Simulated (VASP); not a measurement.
# AlCoC4N4 (P-43m) in VASP: single point with PBE

Aim: the single point of AlCoC4N4 with PBE.

Program: VASP 6.6.1. These are calculated values, not measurements. Logs are shortened: lines on timing, memory, paths and dates and some standing lists are left out, and cuts for length are marked.

### 1 The cell of the first run

The structure is cubic, space group P-43m (No. 215). The conventional cell has a = 5.661 Å, b = 5.661 Å, c = 5.661 Å, α = 90.00°, β = 90.00°, γ = 90.00°. Al (site symmetry -43m) has 4 N at 1.84 Å within 2.4 Å. Within 2.5 Å of Co (site symmetry -43m) lie 4 C at 1.88 Å. Within 1.6 Å of C (site symmetry 3m) lie 1 N at 1.18 Å. N (site symmetry 3m) has 1 C at 1.18 Å within 1.6 Å.

### 2 Single point, PBE, collinear spin, ferromagnetic start

File INCAR:

```
SYSTEM = AlCoC4N4
ALGO = Normal
EDIFF = 1E-6
ENCUT = 700
GGA = PE
GGA_COMPAT = .FALSE.
ISIF = 2
ISMEAR = 0
ISPIN = 2
LASPH = .TRUE.
LCHARG = .TRUE.
LELF = .TRUE.
LMAXMIX = 4
LORBIT = 11
LREAL = .FALSE.
LVHAR = .TRUE.
LWAVE = .FALSE.
MAGMOM = 0 3 0 0 0 0 0 0 0 0
NBANDS = 43
NELM = 200
PREC = Accurate
SIGMA = 0.1
```

File KPOINTS:

```
k-points
0
G
  4 4 4
  0 0 0
```

File POSCAR:

```
AlCoC4N4
1.0
    5.6607973612      0.0000000000      0.0000000000
    0.0000000000      5.6607973612      0.0000000000
    0.0000000000      0.0000000000      5.6607973612
Al Co C N
1 1 4 4
Direct
    0.5000000000      0.5000000000      0.5000000000
    0.0000000000      0.0000000000      0.0000000000
    0.1917525486      0.1917525486      0.1917525486
    0.1917525486      0.8082474514      0.8082474514
    0.8082474514      0.1917525486      0.8082474514
    0.8082474514      0.8082474514      0.1917525486
    0.3120602866      0.3120602866      0.3120602866
    0.3120602866      0.6879397134      0.6879397134
    0.6879397134      0.3120602866      0.6879397134
    0.6879397134      0.6879397134      0.3120602866
```

Potentials or basis: VASP PAW PBE potentials, release 64 (Al, Co_sv, C, N).

Run with:

```
cat potpaw_PBE.64/Al/POTCAR potpaw_PBE.64/Co_sv/POTCAR potpaw_PBE.64/C/POTCAR potpaw_PBE.64/N/POTCAR > POTCAR
mpirun -np 1 vasp_std > vasp.out
```

OUTCAR:

```text
SYSTEM = AlCoC4N4
   EDIFF = 1E-6
   ENCUT = 700
   GGA = PE
   ISIF = 2
   ISMEAR = 0
   ISPIN = 2
   LASPH = .TRUE.
   LORBIT = 11
   LREAL = .FALSE.
   NELM = 200
   PREC = Accurate

 ion  position               nearest neighbor table
   1  0.500  0.500  0.500-   7 1.84   8 1.84   9 1.84  10 1.84
   2  0.000  0.000  0.000-   3 1.88   4 1.88   5 1.88   6 1.88
   3  0.192  0.192  0.192-   7 1.18   2 1.88
   4  0.192  0.808  0.808-   8 1.18   2 1.88
   5  0.808  0.192  0.808-   9 1.18   2 1.88
   6  0.808  0.808  0.192-  10 1.18   2 1.88
   7  0.312  0.312  0.312-   3 1.18   1 1.84
   8  0.312  0.688  0.688-   4 1.18   1 1.84
   9  0.688  0.312  0.688-   5 1.18   1 1.84
  10  0.688  0.688  0.312-   6 1.18   1 1.84

  LATTYP: Found a simple cubic cell.
 ALAT       =     5.6607973612

  Lattice vectors:

 A1 = (   5.6607973612,   0.0000000000,   0.0000000000)
 A2 = (   0.0000000000,   5.6607973612,   0.0000000000)
 A3 = (   0.0000000000,   0.0000000000,   5.6607973612)

Analysis of symmetry for initial positions (statically):
=====================================================================
 Subroutine PRICEL returns:
 Original cell was already a primitive cell.

 Routine SETGRP: Setting up the symmetry group for a
 simple cubic supercell.

 Subroutine GETGRP returns: Found 24 space group operations
 (whereof 24 operations were pure point group operations)
 out of a pool of 48 trial point group operations.

The static configuration has the point symmetry T_d .

Analysis of symmetry for dynamics (positions and initial velocities):
=====================================================================
 Subroutine PRICEL returns:
 Original cell was already a primitive cell.

 Routine SETGRP: Setting up the symmetry group for a
 simple cubic supercell.

 Subroutine GETGRP returns: Found 24 space group operations
 (whereof 24 operations were pure point group operations)
 out of a pool of 48 trial point group operations.

The dynamic configuration has the point symmetry T_d .

Analysis of structural, dynamic, and magnetic symmetry:
=====================================================================
 Subroutine PRICEL returns:
 Original cell was already a primitive cell.

 Routine SETGRP: Setting up the symmetry group for a
 simple cubic supercell.

 Subroutine GETGRP returns: Found 24 space group operations
 (whereof 24 operations were pure point group operations)
 out of a pool of 48 trial point group operations.

The overall configuration has the point symmetry T_d .

 Subroutine INISYM returns: Found 24 space group operations
 (whereof 24 operations are pure point group operations),
 and found     1 'primitive' translations

----------------------------------------------------------------------------------------

                                     Primitive cell

  volume of cell :     181.3981

  direct lattice vectors                    reciprocal lattice vectors
     5.660797361  0.000000000  0.000000000     0.176653559  0.000000000  0.000000000
     0.000000000  5.660797361  0.000000000     0.000000000  0.176653559  0.000000000
     0.000000000  0.000000000  5.660797361     0.000000000  0.000000000  0.176653559

  length of vectors
     5.660797361  5.660797361  5.660797361     0.176653559  0.176653559  0.176653559

  position of ions in fractional coordinates (direct lattice)
     0.500000000  0.500000000  0.500000000
     0.000000000  0.000000000  0.000000000
     0.191752549  0.191752549  0.191752549
     0.191752549  0.808247451  0.808247451
     0.808247451  0.191752549  0.808247451
     0.808247451  0.808247451  0.191752549
     0.312060287  0.312060287  0.312060287
     0.312060287  0.687939713  0.687939713
     0.687939713  0.312060287  0.687939713
     0.687939713  0.687939713  0.312060287

  ion indices of the primitive-cell ions
   primitive index   ion index
                 1           1
                 2           2
                 3           3
                 4           4
                 5           5
                 6           6
                 7           7
                 8           8
                 9           9
                10          10

----------------------------------------------------------------------------------------

 KPOINTS: k-points

Automatic generation of k-mesh.
 Grid dimensions read from file:
 generate k-points for:    4    4    4

 Generating k-lattice:

  Cartesian coordinates                     Fractional coordinates (reciprocal lattice)
     0.044163390  0.000000000  0.000000000     0.250000000  0.000000000  0.000000000
     0.000000000  0.044163390  0.000000000     0.000000000  0.250000000  0.000000000
     0.000000000  0.000000000  0.044163390     0.000000000  0.000000000  0.250000000

  Length of vectors
     0.044163390  0.044163390  0.044163390

  Shift w.r.t. Gamma in fractional coordinates (k-lattice)
     0.000000000  0.000000000  0.000000000

 Subroutine IBZKPT returns following result:
 ===========================================

 Found     10 irreducible k-points:

 Following reciprocal coordinates:
            Coordinates               Weight
  0.000000  0.000000  0.000000      1.000000
  0.250000  0.000000  0.000000      6.000000
  0.500000  0.000000  0.000000      3.000000
  0.250000  0.250000  0.000000     12.000000
  0.500000  0.250000  0.000000     12.000000
  0.500000  0.500000  0.000000      3.000000
  0.250000  0.250000  0.250000      8.000000
  0.500000  0.250000  0.250000     12.000000
  0.500000  0.500000  0.250000      6.000000
  0.500000  0.500000  0.500000      1.000000
   k-points           NKPTS =     10   k-points in BZ     NKDIM =     10   number of bands    NBANDS=     43
   number of dos      NEDOS =    301   number of ions     NIONS =     10
   total plane-waves  NPLWV = 125000
   dimension x,y,z NGX =    50 NGY =   50 NGZ =   50
   dimension x,y,z NGXF=   100 NGYF=  100 NGZF=  100
   ions per type =               1   1   4   4
   NGX,Y,Z   is equivalent  to a cutoff of  14.68, 14.68, 14.68 a.u.
   NGXF,Y,Z  is equivalent  to a cutoff of  29.37, 29.37, 29.37 a.u.
 SYSTEM =  AlCoC4N4
   PREC   = accura    normal or accurate (medium, high low for compatibility)
   ISTART =      0    job   : 0-new  1-cont  2-samecut
   ICHARG =      2    charge: 1-file 2-atom 10-const
   ISPIN  =      2    spin polarized calculation?
   LNONCOLLINEAR =      F non collinear calculations
   LSORBIT =      F    spin-orbit coupling
   LASPH  =      T    aspherical Exc in radial PAW
   ENCUT  =  700.0 eV  51.45 Ry    7.17 a.u.  12.21 12.21 12.21*2*pi/ulx,y,z
   NELM   =    200;   NELMIN=  2; NELMDL= -5     # of ELM steps
   EDIFF  = 0.1E-05   stopping-criterion for ELM
   LREAL  =      F    real-space projection
   EDIFFG = 0.1E-04   stopping-criterion for IOM
   NSW    =      0    number of steps for IOM
   IBRION =     -1    ionic relax: 0-MD 1-quasi-New 2-CG
   NFREE  =      0    steps in history (QN), initial steepest desc. (CG)
   ISIF   =      2    stress and relaxation
   ISYM   =      2    0-nonsym 1-usesym 2-fastsym
   POTIM  = 0.5000    time-step for ionic-motion
   TEBEG  =    0.0;   TEEND  =   0.0 temperature during run
   PSTRESS=    0.0 pullay stress
   NELECT =      56.0000    total number of electrons
   NUPDOWN=      -1.0000    fix difference up-down
   EMIN   =  10.00;   EMAX   =-10.00  energy-range for DOS
   EFERMI =   0.00;   METHOD = LEGACY
   ISMEAR =     0;   SIGMA  =   0.10  broadening in eV -4-tet -1-fermi 0-gaus
   EFERMI_NEDOS =   21; number of points for ismear=-14 and -15
   IALGO  =     38    algorithm
   IMIX   =      4    mixing-type and parameters
     AMIX     =   0.40;   BMIX     =  1.00
     AMIX_MAG =   1.60;   BMIX_MAG =  1.00
  volume/ion in A,a.u.               =      18.14       122.41
  Fermi-wavevector in a.u.,A,eV,Ry     =   1.106437  2.090862 16.656281  1.224202
  Thomas-Fermi vector in A             =   2.242938
   LORBIT       =     11    0 simple, 1 ext, 2 COOP (PROOUT), +10 PAW based schemes
   GGA     = PE    functional components
   LHFCALC =     F    Hartree Fock is set to
   AEXX    =    0.0000 exact exchange contribution
   IVDW    =     0    specifies the selected vdW correction
   LEPSILON=     F    determine dielectric tensor
   LRPA    =     F    only Hartree local field effects (RPA)
 spin polarized calculation
 Gauss-broadening in eV      SIGMA  =   0.10
  energy-cutoff  :      700.00
  volume of cell :      181.40
 maximum number of plane-waves:      7689
 NGX is ok and might be reduce to    50
   NGX = 25   NGY = 25   NGZ = 25

 number of electron      56.0000050 magnetization       2.0003211

 Free energy of the ion-electron system (eV)
  ---------------------------------------------------
  ext. energy  EPLUGINS =         0.00000000
  ---------------------------------------------------
  free energy    TOTEN  =       -80.32895693 eV

  energy without entropy =      -80.28259356  energy(sigma->0) =      -80.30577525

 E-fermi :   0.6218     XC(G=0):  -7.5507

 val. band max:        0.6089336540   @ k =   0.5000   0.5000   0.2500
 cond. band min:       0.6327810289   @ k =   0.5000   0.5000   0.0000
 fundamental gap:      0.0238473749
 Fermi energy:         0.6217619998

 spin component 1

 k-point     1 :       0.0000    0.0000    0.0000
  band No.  band energies     occupation
      1     -95.6164      1.00000
      2     -58.8643      1.00000
      3     -58.8643      1.00000
      4     -58.8643      1.00000
      5     -18.0423      1.00000
      6     -17.7857      1.00000
[... 32 lines left out ...]
     39       8.1381      0.00000
[... 386 lines left out ...]
     39       7.3655      0.00000
     40       7.3655      0.00000
 Fermi energy:         0.6217619998

 spin component 2

 k-point     1 :       0.0000    0.0000    0.0000
  band No.  band energies     occupation
      1     -93.8325      1.00000
      2     -57.1237      1.00000
      3     -57.1237      1.00000
      4     -57.1237      1.00000
      5     -17.9865      1.00000
      6     -17.7294      1.00000
[... 32 lines left out ...]
     39       8.1779      0.00000
[... 386 lines left out ...]
     39       7.4695      0.00000
     40       7.4695      0.00000
 [bands above 40 left out]

------------------------ aborting loop because EDIFF is reached ----------------------------------------

  FORCE on cell =-STRESS in cart. coord.  units (eV):
  Direction    XX          YY          ZZ          XY          YZ          ZX
  --------------------------------------------------------------------------------------
  -------------------------------------------------------------------------------------
  Total       -0.1127582     -0.1127582     -0.1127582      0.0000000     -0.0000000      0.0000000
  in kB       -0.9959233     -0.9959233     -0.9959233      0.0000000     -0.0000000      0.0000000
  external PRESSURE =      -0.9959233 kB  Pullay stress =       0.0000000 kB

 VOLUME and BASIS-vectors are now :
 -----------------------------------------------------------------------------
  energy-cutoff  :      700.00
  volume of cell :      181.40
      direct lattice vectors                 reciprocal lattice vectors
     5.660797361  0.000000000  0.000000000     0.176653559  0.000000000  0.000000000
     0.000000000  5.660797361  0.000000000     0.000000000  0.176653559  0.000000000
     0.000000000  0.000000000  5.660797361     0.000000000  0.000000000  0.176653559

 POSITION                                       TOTAL-FORCE (eV/Angst)
 -----------------------------------------------------------------------------------
      2.83040      2.83040      2.83040         0.000000      0.000000      0.000000
      0.00000      0.00000      0.00000         0.000000      0.000000      0.000000
      1.08547      1.08547      1.08547        -0.204341     -0.204341     -0.204341
      1.08547      4.57533      4.57533        -0.204341      0.204341      0.204341
      4.57533      1.08547      4.57533         0.204341     -0.204341      0.204341
      4.57533      4.57533      1.08547         0.204341      0.204341     -0.204341
      1.76651      1.76651      1.76651         0.202976      0.202976      0.202976
      1.76651      3.89429      3.89429         0.202976     -0.202976     -0.202976
      3.89429      1.76651      3.89429        -0.202976      0.202976     -0.202976
      3.89429      3.89429      1.76651        -0.202976     -0.202976      0.202976
 -----------------------------------------------------------------------------------
    total drift:                               -0.000000     -0.000000      0.000000

  FREE ENERGIE OF THE ION-ELECTRON SYSTEM (eV)
  ---------------------------------------------------
  free  energy   TOTEN  =       -80.3289569285 eV

  energy  without entropy=      -80.2825935639  energy(sigma->0) =      -80.30577525

 total charge

# of ion       s       p       d       tot
------------------------------------------
    1        0.333   0.423   0.000   0.757
    2        2.244   6.192   6.628  15.064
    3        0.961   1.580   0.000   2.541
    4        0.961   1.580   0.000   2.541
    5        0.961   1.580   0.000   2.541
    6        0.961   1.580   0.000   2.541
    7        1.283   2.663   0.000   3.946
    8        1.283   2.663   0.000   3.946
    9        1.283   2.663   0.000   3.946
   10        1.283   2.663   0.000   3.946
--------------------------------------------------
tot         11.553  23.588   6.628  41.769

 magnetization (x)

# of ion       s       p       d       tot
------------------------------------------
    1        0.000  -0.000   0.000  -0.000
    2        0.006   0.042   1.428   1.476
    3        0.007  -0.002   0.000   0.005
    4        0.007  -0.002   0.000   0.005
    5        0.007  -0.002   0.000   0.005
    6        0.007  -0.002   0.000   0.005
    7        0.003   0.035   0.000   0.038
    8        0.003   0.035   0.000   0.038
    9        0.003   0.035   0.000   0.038
   10        0.003   0.035   0.000   0.038
--------------------------------------------------
tot          0.047   0.173   1.428   1.648
```

Wall time 3.5 min (1 thread of AMD EPYC 9R45 (Zen 5), shared host); peak memory 0.52 GiB.

What came out:

| Quantity | Value |
| --- | --- |
| Free energy | -80.3290 eV |
| Pressure | -0.1 GPa |
| Largest force | 0.354 eV/Å |
| Band gap on the k mesh | zero (filled and empty bands overlap) |
| Net moment | 2.00 μB per cell |
| Site moments | Al -0.00; Co +1.48; C +0.01; N +0.04 μB |
| Valence electrons inside the program's atomic spheres | Al 0.76; Co 15.06; C 2.54; N 3.95 |

Forces on the atoms (eV/Å):
```
Al   0.000  0.000  0.000
Co   0.000  0.000  0.000
C   -0.204 -0.204 -0.204
C   -0.204  0.204  0.204
C    0.204 -0.204  0.204
C    0.204  0.204 -0.204
N    0.203  0.203  0.203
N    0.203 -0.203 -0.203
N   -0.203  0.203 -0.203
N   -0.203 -0.203  0.203
```

Caveat: a cell with one magnetic atom can't hold antiferromagnetic order, which such compounds often take. With open d or f shells a metallic result of PBE can be an artefact of self-interaction; +U or a hybrid may open a gap.

The gap in the log of VASP goes by the Fermi energy; the results here count the filled bands.